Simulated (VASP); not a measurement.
Input of a VASP 6.6.1 run:

The input INCAR:

```
PREC = Accurate
ENCUT = 520
EDIFF = 1E-6
ISMEAR = 0
SIGMA = 0.02
LREAL = Auto
LASPH = T
NELM = 100
ALGO = Normal
ISIF = 2
LWAVE = F
LCHARG = F
NELECT = 120.0
NBANDS = 72
```

The input KPOINTS:

```
regular mesh
0
Gamma
  2 2 2
```

File POSCAR:

```
K7Br8
1.0
    0.0000000000      6.3712539702     -6.3712539702
    6.3712539702      6.3712539702      0.0000000000
    6.3712539702      0.0000000000     -6.3712539702
K Br
7 8
Direct
    0.5000000023      0.0000000000      0.5000000023
    0.0000000000      0.0000000000      0.5000000023
    0.0000000000      0.5000000023      0.5000000023
    0.5000000023      0.0000000000      0.0000000000
    0.5000000023      0.5000000023      0.0000000000
    0.0000000000      0.0000000000      0.0000000000
    0.0000000000      0.5000000023      0.0000000000
    0.2456711045      0.7543289002      0.2456711045
    0.2500000012      0.2500000012      0.2500000012
    0.7543289002      0.7543289002      0.2456711045
    0.7543289002      0.2456711045      0.2456711045
    0.2456711045      0.7543289002      0.7543289002
    0.2456711045      0.2456711045      0.7543289002
    0.7500000035      0.7500000035      0.7500000035
    0.7543289002      0.2456711045      0.7543289002
```

Potentials or basis: VASP PAW LDA potentials, release 64 (K_sv, Br).

Launch:

```bash
$ cat potpaw_LDA.64/K_sv/POTCAR potpaw_LDA.64/Br/POTCAR > POTCAR
$ mpirun -np 1 vasp_std > vasp.out
```

Estimate the largest force.

0.007 eV/Å.

Forces on the atoms (eV/Å):
```
K    0.000  0.000  0.000
K    0.000  0.000  0.000
K    0.000  0.000  0.000
K    0.000  0.000  0.000
K    0.000  0.000  0.000
K    0.000  0.000  0.000
K    0.000  0.000  0.000
Br   0.000  0.000  0.007
Br   0.000  0.000  0.000
Br   0.000  0.007  0.000
Br  -0.007  0.000  0.000
Br   0.007  0.000  0.000
Br   0.000 -0.007  0.000
Br   0.000  0.000  0.000
Br   0.000  0.000 -0.007
```

Caveat: the k points lie up to 0.43 Å⁻¹ apart; the cell carries a net charge on a neutralising background, which shifts energy and pressure.
